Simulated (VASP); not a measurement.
# Sn (P6_3/mmc) in VASP: relaxation of cell and atoms with PBE

Aim: the relaxation of cell and atoms of Sn with PBE.

Program: VASP 6.6.1. These are calculated values, not measurements. Logs are shortened: lines on timing, memory, paths and dates and some standing lists are left out, and cuts for length are marked.

### 1 The cell of the first run

The structure is hexagonal, space group P6_3/mmc (No. 194). The conventional cell has a = 5.256 Å, b = 5.256 Å, c = 5.688 Å, α = 90.00°, β = 90.00°, γ = 120.00°. Sn (site symmetry -6m2) has 5 Sn at 2.84 to 3.03 Å within 3.7 Å. Sn (site symmetry -6m2) has 15 Sn at 3.03 to 4.16 Å within 4.2 Å.

This isn't the form of Sn at room conditions, which is tetragonal (white tin).

### 2 Relaxation of cell and atoms, PBE

Input file INCAR:

```
  PREC = Accurate
  ENCUT = 600
  EDIFF = 1E-6
  ISMEAR = 0
  SIGMA = 0.1
  LREAL = F
  LASPH = T
  NELM = 100
  ALGO = Fast
  ISIF = 3
  LWAVE = F
  LCHARG = F
  GGA = PE
  IBRION = 2
  NSW = 80
  EDIFFG = -0.01
```

Input file KPOINTS:

```
regular mesh
0
Gamma
  12 12 8
```

Input file POSCAR:

```
Sn
1.0
    5.2560529774      0.0000000000      0.0000000000
   -2.6280264887      4.5518754021      0.0000000000
    0.0000000000      0.0000000000      5.6882146206
Sn
4
Direct
    0.0000000000      0.0000000000      0.2500000000
    0.0000000000      0.0000000000      0.7500000000
    0.3333333333      0.6666666667      0.2500000000
    0.6666666667      0.3333333333      0.7500000000
```

Potentials or basis: VASP PAW PBE potentials, release 64 (Sn_d).

Started as:

```
$ cat potpaw_PBE.64/Sn_d/POTCAR > POTCAR
$ mpirun -np 1 vasp_std > vasp.out
```

OUTCAR:

```text
PREC = Accurate
   ENCUT = 600
   EDIFF = 1E-6
   ISMEAR = 0
   LREAL = F
   LASPH = T
   NELM = 100
   ISIF = 3
   GGA = PE
   IBRION = 2
   NSW = 80
   EDIFFG = -0.01

 ion  position               nearest neighbor table
   1  0.000  0.000  0.250-   2 2.84   2 2.84   3 3.03   3 3.03   3 3.03
   2  0.000  0.000  0.750-   1 2.84   1 2.84   4 3.03   4 3.03   4 3.03
   3  0.333  0.667  0.250-   1 3.03   1 3.03   1 3.03
   4  0.667  0.333  0.750-   2 3.03   2 3.03   2 3.03

  LATTYP: Found a hexagonal cell.
 ALAT       =     5.2560529774
 C/A-ratio  =     1.0822217061

  Lattice vectors:

 A1 = (   5.2560529774,   0.0000000000,   0.0000000000)
 A2 = (  -2.6280264887,   4.5518754021,   0.0000000000)
 A3 = (   0.0000000000,   0.0000000000,   5.6882146206)

Analysis of symmetry for initial positions (statically):
=====================================================================
 Subroutine PRICEL returns:
 Original cell was already a primitive cell.

 Routine SETGRP: Setting up the symmetry group for a
 hexagonal supercell.

 Subroutine GETGRP returns: Found 24 space group operations
 (whereof 12 operations were pure point group operations)
 out of a pool of 24 trial point group operations.

The static configuration has the point symmetry D_3d.
 The point group associated with its full space group is D_6h.

Analysis of symmetry for dynamics (positions and initial velocities):
=====================================================================
 Subroutine PRICEL returns:
 Original cell was already a primitive cell.

 Routine SETGRP: Setting up the symmetry group for a
 hexagonal supercell.

 Subroutine GETGRP returns: Found 24 space group operations
 (whereof 12 operations were pure point group operations)
 out of a pool of 24 trial point group operations.

The dynamic configuration has the point symmetry D_3d.
 The point group associated with its full space group is D_6h.

 Subroutine INISYM returns: Found 24 space group operations
 (whereof 12 operations are pure point group operations),
 and found     1 'primitive' translations

----------------------------------------------------------------------------------------

                                     Primitive cell

  volume of cell :     136.0900

  direct lattice vectors                    reciprocal lattice vectors
     5.256052977  0.000000000  0.000000000     0.190256834  0.109844834  0.000000000
    -2.628026489  4.551875402  0.000000000     0.000000000  0.219689669  0.000000000
     0.000000000  0.000000000  5.688214621     0.000000000  0.000000000  0.175802087

  length of vectors
     5.256052977  5.256052977  5.688214621     0.219689669  0.219689669  0.175802087

  position of ions in fractional coordinates (direct lattice)
     0.000000000  0.000000000  0.250000000
     0.000000000  0.000000000  0.750000000
     0.333333333  0.666666667  0.250000000
     0.666666667  0.333333333  0.750000000

  ion indices of the primitive-cell ions
   primitive index   ion index
                 1           1
                 2           2
                 3           3
                 4           4

----------------------------------------------------------------------------------------

 KPOINTS: regular mesh

Automatic generation of k-mesh.
 Grid dimensions read from file:
 generate k-points for:   12   12    8

 Generating k-lattice:

  Cartesian coordinates                     Fractional coordinates (reciprocal lattice)
     0.015854736  0.009153736  0.000000000     0.083333333  0.000000000  0.000000000
     0.000000000  0.018307472  0.000000000     0.000000000  0.083333333  0.000000000
     0.000000000  0.000000000  0.021975261     0.000000000  0.000000000  0.125000000

  Length of vectors
     0.018307472  0.018307472  0.021975261

  Shift w.r.t. Gamma in fractional coordinates (k-lattice)
     0.000000000  0.000000000  0.000000000

 Subroutine IBZKPT returns following result:
 ===========================================

 Found     95 irreducible k-points:

 Following reciprocal coordinates:
            Coordinates               Weight
  0.000000  0.000000  0.000000      1.000000
  0.083333 -0.000000  0.000000      6.000000
  0.166667  0.000000  0.000000      6.000000
  0.250000  0.000000  0.000000      6.000000
  0.333333 -0.000000  0.000000      6.000000
  0.416667 -0.000000  0.000000      6.000000
[... 16 lines left out ...]
  0.250000  0.000000  0.125000     12.000000
  0.333333 -0.000000  0.125000     12.000000
 [... further k-points ...]
   k-points           NKPTS =     95   k-points in BZ     NKDIM =     95   number of bands    NBANDS=     33
   number of dos      NEDOS =    301   number of ions     NIONS =      4
   total plane-waves  NPLWV =  84672
   dimension x,y,z NGX =    42 NGY =   42 NGZ =   48
   dimension x,y,z NGXF=    84 NGYF=   84 NGZF=   96
   ions per type =               4
   NGX,Y,Z   is equivalent  to a cutoff of  13.28, 13.28, 14.03 a.u.
   NGXF,Y,Z  is equivalent  to a cutoff of  26.57, 26.57, 28.06 a.u.
 SYSTEM =  unknown system
   PREC   = accura    normal or accurate (medium, high low for compatibility)
   ISTART =      0    job   : 0-new  1-cont  2-samecut
   ICHARG =      2    charge: 1-file 2-atom 10-const
   ISPIN  =      1    spin polarized calculation?
   LNONCOLLINEAR =      F non collinear calculations
   LSORBIT =      F    spin-orbit coupling
   LASPH  =      T    aspherical Exc in radial PAW
   ENCUT  =  600.0 eV  44.10 Ry    6.64 a.u.  10.50 10.50 11.36*2*pi/ulx,y,z
   NELM   =    100;   NELMIN=  2; NELMDL= -5     # of ELM steps
   EDIFF  = 0.1E-05   stopping-criterion for ELM
   LREAL  =      F    real-space projection
   EDIFFG = -.1E-01   stopping-criterion for IOM
   NSW    =     80    number of steps for IOM
   IBRION =      2    ionic relax: 0-MD 1-quasi-New 2-CG
   NFREE  =      1    steps in history (QN), initial steepest desc. (CG)
   ISIF   =      3    stress and relaxation
   ISYM   =      2    0-nonsym 1-usesym 2-fastsym
   POTIM  = 0.5000    time-step for ionic-motion
   TEBEG  =    0.0;   TEEND  =   0.0 temperature during run
   PSTRESS=    0.0 pullay stress
   NELECT =      56.0000    total number of electrons
   NUPDOWN=      -1.0000    fix difference up-down
   EMIN   =  10.00;   EMAX   =-10.00  energy-range for DOS
   EFERMI =   0.00;   METHOD = LEGACY
   ISMEAR =     0;   SIGMA  =   0.10  broadening in eV -4-tet -1-fermi 0-gaus
   EFERMI_NEDOS =   21; number of points for ismear=-14 and -15
   IALGO  =     68    algorithm
   IMIX   =      4    mixing-type and parameters
     AMIX     =   0.40;   BMIX     =  1.00
     AMIX_MAG =   1.60;   BMIX_MAG =  1.00
  volume/ion in A,a.u.               =      34.02       229.60
  Fermi-wavevector in a.u.,A,eV,Ry     =   1.217668  2.301058 20.173560  1.482715
  Thomas-Fermi vector in A             =   2.352980
   LORBIT       =      0    0 simple, 1 ext, 2 COOP (PROOUT), +10 PAW based schemes
   GGA     = PE    functional components
   LHFCALC =     F    Hartree Fock is set to
   AEXX    =    0.0000 exact exchange contribution
   IVDW    =     0    specifies the selected vdW correction
   LEPSILON=     F    determine dielectric tensor
   LRPA    =     F    only Hartree local field effects (RPA)
 conjugate gradient relaxation of ions
 non-spin polarized calculation
 RMM-DIIS sequential band-by-band and
 Gauss-broadening in eV      SIGMA  =   0.10
  energy-cutoff  :      600.00
  volume of cell :      136.09
 maximum number of plane-waves:      4578
 NGX is ok and might be reduce to    42
   NGX = 21   NGY = 21   NGZ = 23

--------------------------------------- Ionic step        1  -------------------------------------------

 number of electron      56.0000032 magnetization

 Free energy of the ion-electron system (eV)
  ---------------------------------------------------
  ext. energy  EPLUGINS =         0.00000000
  ---------------------------------------------------
  free energy    TOTEN  =       -14.08480016 eV

  energy without entropy =      -14.07222731  energy(sigma->0) =      -14.07851374

------------------------ aborting loop because EDIFF is reached ----------------------------------------

  FORCE on cell =-STRESS in cart. coord.  units (eV):
  Direction    XX          YY          ZZ          XY          YZ          ZX
  --------------------------------------------------------------------------------------
  -------------------------------------------------------------------------------------
  Total       -1.3275426     -1.3275426      2.9731971      0.0000000      0.0000000      0.0000000
  in kB      -15.6290641    -15.6290641     35.0032372      0.0000000      0.0000000      0.0000000
  external PRESSURE =       1.2483696 kB  Pullay stress =       0.0000000 kB
[... 95 lines left out ...]
  FREE ENERGIE OF THE ION-ELECTRON SYSTEM (eV)
  ---------------------------------------------------
  free  energy   TOTEN  =       -14.1970720919 eV

  energy  without entropy=      -14.1823991977  energy(sigma->0) =      -14.18973564

[... ionic steps 4 to 10 ...]

--------------------------------------- Ionic step       11  -------------------------------------------

 number of electron      55.9999992 magnetization

------------------------ aborting loop because EDIFF is reached ----------------------------------------

  FORCE on cell =-STRESS in cart. coord.  units (eV):
  Direction    XX          YY          ZZ          XY          YZ          ZX
  --------------------------------------------------------------------------------------
  -------------------------------------------------------------------------------------
  Total       -0.0221928     -0.0221928      0.0550734      0.0000000      0.0000000      0.0000000
  in kB       -0.2590761     -0.2590761      0.6429190      0.0000000      0.0000000      0.0000000
  external PRESSURE =       0.0415890 kB  Pullay stress =       0.0000000 kB
[... 61 lines left out ...]
  energy  without entropy=      -14.1888265677  energy(sigma->0) =      -14.19505649

--------------------------------------- Ionic step       13  -------------------------------------------

 number of electron      55.9999992 magnetization

 Free energy of the ion-electron system (eV)
  ---------------------------------------------------
  ext. energy  EPLUGINS =         0.00000000
  ---------------------------------------------------
  free energy    TOTEN  =       -14.20132508 eV

  energy without entropy =      -14.18903499  energy(sigma->0) =      -14.19518003

 E-fermi :   5.5597     XC(G=0):  -9.0945

 val. band max:        5.5587621676   @ k =   0.1667   0.0000   0.5000
 cond. band min:       5.5795093067   @ k =   0.2500   0.0000   0.2500
 fundamental gap:      0.0207471391
 Fermi energy:         5.5596888209

 k-point     1 :       0.0000    0.0000    0.0000
  band No.  band energies     occupation
      1     -16.1504      2.00000
      2     -16.0776      2.00000
      3     -16.0362      2.00000
      4     -16.0362      2.00000
      5     -16.0254      2.00000
      6     -16.0254      2.00000
[... 853 lines left out ...]
     32       8.9603      0.00000
     33       9.2488      0.00000

 [... further k-points ...]

------------------------ aborting loop because EDIFF is reached ----------------------------------------

  FORCE on cell =-STRESS in cart. coord.  units (eV):
  Direction    XX          YY          ZZ          XY          YZ          ZX
  --------------------------------------------------------------------------------------
  -------------------------------------------------------------------------------------
  Total       -0.0235380     -0.0235380      0.0127599      0.0000000      0.0000000     -0.0000000
  in kB       -0.2747020     -0.2747020      0.1489150      0.0000000      0.0000000     -0.0000000
  external PRESSURE =      -0.1334963 kB  Pullay stress =       0.0000000 kB
[... 19 lines left out ...]
  FREE ENERGIE OF THE ION-ELECTRON SYSTEM (eV)
  ---------------------------------------------------
  free  energy   TOTEN  =       -14.2013250790 eV

  energy  without entropy=      -14.1890349868  energy(sigma->0) =      -14.19518003

 reached required accuracy - stopping structural energy minimisation
```

Run time: 78 min. Hardware: 1 thread of Oxide Virtual Turin-like, shared host; peak memory 0.52 GiB.

Results:

```
Free energy                           : -14.2013 eV
Relaxed volume                        : 34.32 Å³/atom
Relaxed cell                          : a = 5.107 Å, b = 5.107 Å, c = 6.079 Å, α = 90.00°, β = 90.00°, γ = 120.00°
Space group after relaxing (to 0.1 Å) : P6_3/mmc (No. 194)
Energy gained by relaxing             : 29.1 meV/atom
Ionic steps                           : 13
Pressure after relaxing               : 0.0 GPa
Band gap on the k mesh                : zero (bands 28 and 29 overlap by 2.25 eV)
```

Step by step:
```tsv
step	energy change (eV)	largest force (eV/Å)	pressure (GPa)	volume (Å³)
1	0.0000	0.0000	0.12	136.09
2	-0.0942	0.0000	-0.01	136.49
3	-0.1123	0.0000	0.05	136.61
4	-0.0977	0.0000	0.43	136.65
5	-0.1161	0.0000	0.13	136.64
6	-0.1163	0.0000	0.16	136.65
7	-0.1162	0.0000	0.14	136.65
8	-0.1165	0.0000	-0.03	137.32
9	-0.1165	0.0000	0.05	137.21
10	-0.1165	0.0000	-0.06	137.28
11	-0.1165	0.0000	0.00	137.24
12	-0.1165	0.0000	-0.01	137.26
13	-0.1165	0.0000	-0.01	137.28
```

Final structure:
```
Sn
1.0
     5.10675    0.00000    0.00000
    -2.55337    4.42257    0.00000
     0.00000    0.00000    6.07853
Sn
4
Direct
  0.00000 0.00000 0.25000
  0.00000 0.00000 0.75000
  0.33333 0.66667 0.25000
  0.66667 0.33333 0.75000
```

Caveat: spin-orbit coupling is left out, which moves the levels of the heavy elements.

The gap in the log of VASP goes by the Fermi energy; the results here count the filled bands.